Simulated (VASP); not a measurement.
A run of VASP 6.6.1 is set up as follows.

Contents of POSCAR:

```
ZrO
1.0
    1.8266398600     -2.9188492700      0.0000000000
    1.8266398600      2.9188492700      0.0000000000
    0.0000000000      0.0000000000      2.6199383700
Zr O
1 1
Direct
    0.0000000000      0.0000000000      0.0000000000
    0.5000000000      0.5000000000      0.0000000000
```

Contents of INCAR.step1:

```
SYSTEM = ZrO
PREC = Accurate ; ENCUT = 520
EDIFF = 1E-5 ; ISMEAR = -1
SIGMA = 0.05 ; LREAL = .False.
LASPH = .True. ; NELM = 200
ALGO = Normal ; ISIF = 2
LWAVE = .True. ; MAGMOM = 0 0 0 0 0 0
LORBIT = 11 ; LSORBIT = .True.
GGA_COMPAT = .False. ; LORBMOM = .True.
LMAXMIX = 4 ; NBANDS = 30
GGA = PE ; KPAR = 4
```

Contents of INCAR.step2:

```
SYSTEM = ZrO
PREC = Accurate ; ENCUT = 520
EDIFF = 1E-6 ; ISMEAR = -1
SIGMA = 0.05 ; LREAL = .False.
LASPH = .True. ; NELM = 200
ALGO = Normal ; ISIF = 2
LWAVE = .False. ; LCHARG = .True.
MAGMOM = 0 0 0 0 0 0 ; LORBIT = 11
LSORBIT = .True. ; GGA_COMPAT = .False.
LORBMOM = .True. ; LMAXMIX = 4
GGA = PE ; LHFCALC = .True.
HFSCREEN = 0.2079 ; PRECFOCK = Normal
LVHAR = .True. ; NBANDS = 30
ISTART = 1 ; KPAR = 4
```

File KPOINTS:

```
Automatic mesh
0
Gamma
  4 4 4
  0 0 0
```

Potentials or basis: VASP PAW PBE potentials, release 64 (Zr_sv, O).

Launch:

```bash
$ cat potpaw_PBE.64/Zr_sv/POTCAR potpaw_PBE.64/O/POTCAR > POTCAR
$ cp INCAR.step1 INCAR
$ mpirun -np 4 vasp_ncl > vasp.out
$ cp INCAR.step2 INCAR
$ mpirun -np 4 vasp_ncl > vasp.out
```

(1) What does it give for the pressure?

(2) Predict the net moment.

## Answers

(1) 57.4 GPa.

(2) 0.00 μB per cell.

Caveat: the k points lie up to 0.60 Å⁻¹ apart; the PAW data sets were made with another functional, which shifts forces and pressure a little.
